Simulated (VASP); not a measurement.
**LiAl15HN16 (a cell with a defect): electric field gradients with PBE**

System: LiAl15HN16 (a cell with a defect).

```
Al Li N H
1.0
     6.25951    0.00000    0.00000
    -3.12976    5.42090    0.00000
     0.00000    0.00000   10.03481
Al Li N H
15 1 16 1
Direct
  0.33106 0.16922 0.24064
  0.33308 0.16681 0.74933
  0.16420 0.33527 0.99818
  0.33364 0.66642 0.25149
  0.15502 0.81632 0.50562
  0.33408 0.66803 0.74905
  0.16469 0.83261 0.99905
  0.83246 0.16602 0.25185
  0.68398 0.34448 0.50551
  0.83217 0.16617 0.74907
  0.66643 0.33484 0.99928
  0.83312 0.66672 0.24945
  0.66675 0.83356 0.50212
  0.83153 0.66834 0.75298
  0.66549 0.83435 0.00041
  0.17262 0.32445 0.48475
  0.35239 0.14766 0.43162
  0.16559 0.33369 0.18928
  0.33030 0.16836 0.94054
  0.16713 0.33350 0.70062
  0.34245 0.68476 0.43913
  0.16715 0.83188 0.18812
  0.33180 0.66973 0.93983
  0.16523 0.83209 0.69236
  0.81384 0.15613 0.43886
  0.66827 0.33339 0.18808
  0.82972 0.16803 0.93992
  0.66804 0.33479 0.69235
  0.83189 0.66781 0.43976
  0.66780 0.83160 0.18915
  0.83068 0.66872 0.94083
  0.66766 0.83237 0.69192
  0.44646 0.05479 0.40326
```

```yaml
Program: VASP 6.6.1
Task: electric field gradients
Functional: PBE
Potentials_or_basis: VASP PAW PBE potentials, release 64 (Al, Li_sv, N, H)
Cutoff: 520 eV
k_mesh: 2 × 2 × 2, shifted
Occupations: fermi-dirac, width 0.01 eV
Spin: collinear spin
Fixed_moment: 1 μB
Dipole_correction: no
Further_INCAR_settings: LREAL = Auto; ALGO = Normal; EDIFF = 1e-08; NBANDS = 90
```

The largest force is 0.399 eV/Å. The net moment is 1.00 μB per cell. The site moments are Al +0.00, -0.00 (each value once); Li +0.01; N +0.02, +0.01, +0.03, +0.21, +0.18, +0.00, +0.17, -0.00 (each value once); H -0.00 μB. The largest electric field gradient by atom is Al +18.6, -9.6, +7.5, -4.7, +23.0, +9.5, -4.6, -5.5, +23.3, +9.4, -4.2, -4.9, +8.0, -4.4, -2.7; Li -0.7; N +37.6, -2.8, +3.8, +37.9, +27.2, -4.7, -1.6, +3.2, +24.4, -4.8, +3.7, -4.0, -2.5, +2.2 (each value once); H +25.7 V/Å² and the valence electrons inside the program's atomic spheres are Al 0.81, 0.80, 0.79, 0.82 (each value once); Li 2.10; N 3.89, 3.85, 3.84, 3.78, 3.80, 3.86, 3.81 (each value once); H 0.71.

Forces in eV/Å, atoms in the order of the input:
```
Al   0.144 -0.117 -0.157
Al  -0.068  0.052 -0.042
Al  -0.113  0.060 -0.264
Al   0.051  0.028 -0.217
Al  -0.120  0.193  0.002
Al   0.093 -0.289 -0.047
Al  -0.084  0.096 -0.093
Al   0.060 -0.085 -0.294
Al  -0.276  0.051  0.043
Al   0.300  0.056 -0.038
Al  -0.111  0.019 -0.149
Al   0.141 -0.043 -0.198
Al   0.079 -0.141  0.146
Al   0.132 -0.077 -0.072
Al  -0.145  0.078 -0.148
Li   0.053 -0.003  0.249
N    0.342 -0.204 -0.028
N   -0.202  0.108  0.182
N    0.247 -0.098  0.180
N   -0.135  0.051  0.161
N    0.077  0.050 -0.114
N   -0.203  0.074  0.143
N    0.180 -0.069  0.157
N   -0.149  0.088  0.040
N    0.011 -0.011 -0.106
N   -0.175  0.092  0.161
N    0.154 -0.122  0.146
N   -0.153  0.072  0.028
N    0.096 -0.056  0.138
N   -0.153  0.107  0.170
N    0.171 -0.098  0.094
N   -0.181  0.125 -0.058
H   -0.063  0.014 -0.016
```

Electric field gradients, principal values (V/Å²):
| atom | least | middle | greatest (by size) |
| --- | --- | --- | --- |
| 1 Al | -2.967 | -15.629 | 18.597 |
| 2 Al | 0.459 | 9.112 | -9.571 |
| 3 Al | -3.047 | -4.405 | 7.453 |
| 4 Al | 1.711 | 2.967 | -4.678 |
| 5 Al | -7.768 | -15.241 | 23.008 |
| 6 Al | -1.787 | -7.730 | 9.517 |
| 7 Al | 1.356 | 3.215 | -4.571 |
| 8 Al | 1.734 | 3.796 | -5.530 |
| 9 Al | -7.402 | -15.914 | 23.315 |
| 10 Al | -1.933 | -7.516 | 9.449 |
| 11 Al | 1.335 | 2.913 | -4.248 |
| 12 Al | 0.232 | 4.622 | -4.853 |
| 13 Al | -0.661 | -7.358 | 8.019 |
| 14 Al | 0.081 | 4.287 | -4.368 |
| 15 Al | 0.928 | 1.806 | -2.734 |
| 16 Li | 0.086 | 0.619 | -0.705 |
| 17 N | -17.642 | -19.917 | 37.559 |
| 18 N | 0.848 | 1.949 | -2.797 |
| 19 N | -1.364 | -2.479 | 3.842 |
| 20 N | -18.791 | -19.082 | 37.872 |
| 21 N | -11.292 | -15.918 | 27.210 |
| 22 N | 1.200 | 3.500 | -4.700 |
| 23 N | 0.371 | 1.248 | -1.619 |
| 24 N | -1.143 | -2.013 | 3.156 |
| 25 N | -9.852 | -14.507 | 24.359 |
| 26 N | 1.121 | 3.661 | -4.781 |
| 27 N | 0.120 | 1.432 | -1.552 |
| 28 N | -0.942 | -2.216 | 3.158 |
| 29 N | -0.810 | -2.857 | 3.667 |
| 30 N | 0.189 | 3.772 | -3.960 |
| 31 N | 0.749 | 1.798 | -2.547 |
| 32 N | -0.816 | -1.358 | 2.174 |
| 33 H | -12.838 | -12.905 | 25.743 |

Wall time 13 min on 4 MPI ranks on AMD EPYC 7R43 64-Core Processor (Zen 3), on a shared host, peak memory 0.47 GiB a rank.

Caveat: the k points lie up to 0.58 Å⁻¹ apart; without QUAD_EFG the Cq values of the log hold for a quadrupole moment of 1 mb, not for the nuclei; the total moment is fixed, so each spin has its own Fermi level and the state may be an excited one.
